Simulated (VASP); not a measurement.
Here is a VASP 6.6.1 calculation.

The input POSCAR:

```
PbSe
1.0
    3.7070692621      0.0000000000      0.0000000000
    0.0000000000      3.7070692621      0.0000000000
    0.0000000000      0.0000000000      3.7070692621
Pb Se
1 1
Direct
    0.0000000000      0.0000000000      0.0000000000
    0.5000000000      0.5000000000      0.5000000000
```

File INCAR.step1:

```
PREC = Accurate
ENCUT = 520
ISMEAR = -1
SIGMA = 0.05
LREAL = False
LASPH = True
NELM = 100
NBANDS = 17
GGA = PE
ALGO = Normal
EDIFF = 1E-4
LWAVE = True
LCHARG = False
```

Contents of INCAR.step2:

```
PREC = Accurate
ENCUT = 520
EDIFF = 1E-6
ISMEAR = -1
SIGMA = 0.05
LREAL = False
LASPH = True
NELM = 100
ALGO = Normal
ISIF = 2
LWAVE = False
LCHARG = False
METAGGA = R2SCAN
LMIXTAU = True
NBANDS = 17
ISTART = 1
```

The input KPOINTS:

```
regular mesh
0
Gamma
  7 7 7
```

Potentials or basis: VASP PAW PBE potentials, release 64 (Pb_d, Se).

The run is started by

```bash
$ cat potpaw_PBE.64/Pb_d/POTCAR potpaw_PBE.64/Se/POTCAR > POTCAR
$ cp INCAR.step1 INCAR
$ mpirun -np 1 vasp_std > vasp.out
$ cp INCAR.step2 INCAR
$ mpirun -np 1 vasp_std > vasp.out
```

(1) Estimate the pressure.

(2) What does it give for the band gap on the k mesh?

Answers

(1) 2.6 GPa.

(2) zero (band 10 reaches 5.84 eV, above the bottom of band 11 at 5.76 eV).

Caveat: the PAW data sets were made with another functional, which shifts forces and pressure a little; spin-orbit coupling is left out, which moves the levels of the heavy elements.
